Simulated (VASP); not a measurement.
Wanted: the native input for a VASP 6.6.1 run.

```yaml
Task: relaxation of cell and atoms
Functional: PBE
Potentials_or_basis: VASP PAW PBE potentials, release 64 (La)
Cutoff: 600 eV
k_mesh: 14 × 14 × 8
Occupations: gaussian, width 0.05 eV
Spin: no spin polarisation
Dipole_correction: no
Further_INCAR_settings: ALGO = Fast; EDIFF = 1e-06; IBRION = 2; EDIFFG = -0.01; NSW = 80; ISIF = 3
```

The structure of La lies in POSCAR:

```
La
1.0
    3.7509925602      0.0000000000      0.0000000000
   -1.8754962801      3.2484548466      0.0000000000
    0.0000000000      0.0000000000      6.1266211817
La
2
Direct
    0.3333333333      0.6666666667      0.7500000000
    0.6666666667      0.3333333333      0.2500000000
```

These files were run (other wordings do the same):

INCAR

```
SYSTEM = La
PREC = Accurate
ENCUT = 600
EDIFF = 1E-6
ISMEAR = 0
SIGMA = 0.05
LREAL = .FALSE.
LASPH = .TRUE.
NELM = 60
ALGO = Fast
ISIF = 3
LWAVE = .FALSE.
LCHARG = .FALSE.
GGA = PE
IBRION = 2
NSW = 80
EDIFFG = -0.01
```

KPOINTS

```
Automatic mesh
0
G
  14 14 8
  0 0 0
```

Potentials or basis: VASP PAW PBE potentials, release 64 (La).

Command:

```sh
$ cat potpaw_PBE.64/La/POTCAR > POTCAR
$ mpirun -np 1 vasp_std > vasp.out
```

It gave:

| Item | Value |
| --- | --- |
| Relaxed volume | 37.62 Å³/atom |
| Relaxed cell | a = 3.768 Å, b = 3.768 Å, c = 6.119 Å, α = 90.00°, β = 90.00°, γ = 120.00° |
| Space group after relaxing (to 0.1 Å) | P6_3/mmc (No. 194) |
| Energy gained by relaxing | 0.3 meV/atom |
| Ionic steps | 5 |
| Pressure after relaxing | 0.0 GPa |
| Band gap on the k mesh | zero (bands 11 and 12 overlap by 1.46 eV) |

Caveat: spin-orbit coupling is left out, which moves the levels of the heavy elements.

It took 6.6 min on 1 thread of Intel(R) Xeon(R) 6975P-C (Granite Rapids), with other jobs on the host, peak memory 0.36 GiB.
